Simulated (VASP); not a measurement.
Wanted: the native input for a VASP 6.6.1 run.

```
Task                   : single point
Functional             : PBEsol
Potentials or basis    : VASP PAW PBE potentials, release 64 (Cd, S)
Cutoff                 : 520 eV
k mesh                 : 8 × 8 × 5
Occupations            : fermi-dirac, width 0.1 eV
Spin                   : no spin polarisation
Dipole correction      : no
Further INCAR settings : ALGO = Normal; EDIFF = 1e-07; NBANDS = 22
```

The structure of Cd2S lies in POSCAR:

```
Cd2S
1.0
    4.0148163747      0.0000000000      0.0000000000
   -2.0074081874      3.4769330867      0.0000000000
    0.0000000000      0.0000000000      5.8856375034
Cd S
2 1
Direct
    0.6666666667      0.3333333333      0.5787350000
    0.3333333333      0.6666666667      0.9327170000
    0.3333333333      0.6666666667      0.3657050000
```

The input as run:

INCAR

```
PREC = Accurate ; ENCUT = 520
EDIFF = 1E-7 ; ISMEAR = -1
SIGMA = 0.1 ; LREAL = F
LASPH = T ; NELM = 100
ALGO = Normal ; ISIF = 2
LWAVE = F ; LCHARG = F
GGA = PS ; NBANDS = 22
```

KPOINTS

```
Automatic mesh
0
Gamma
  8 8 5
```

Potentials or basis: VASP PAW PBE potentials, release 64 (Cd, S).

Run with:

```sh
$ cat potpaw_PBE.64/Cd/POTCAR potpaw_PBE.64/S/POTCAR > POTCAR
$ mpirun -np 1 vasp_std > vasp.out
```

Results of the run:

```json
{"Pressure": "-4.1 GPa", "Largest force": "0.256 eV/Å", "Band gap on the k mesh": "0.26 eV, indirect (least direct gap 0.56 eV)"}
```

Caveat: the PAW data sets were made with another functional, which shifts forces and pressure a little.

Wall time 2.3 min on 1 thread of Intel Xeon 6975P-C, with other jobs on the host, peak memory 0.23 GiB.
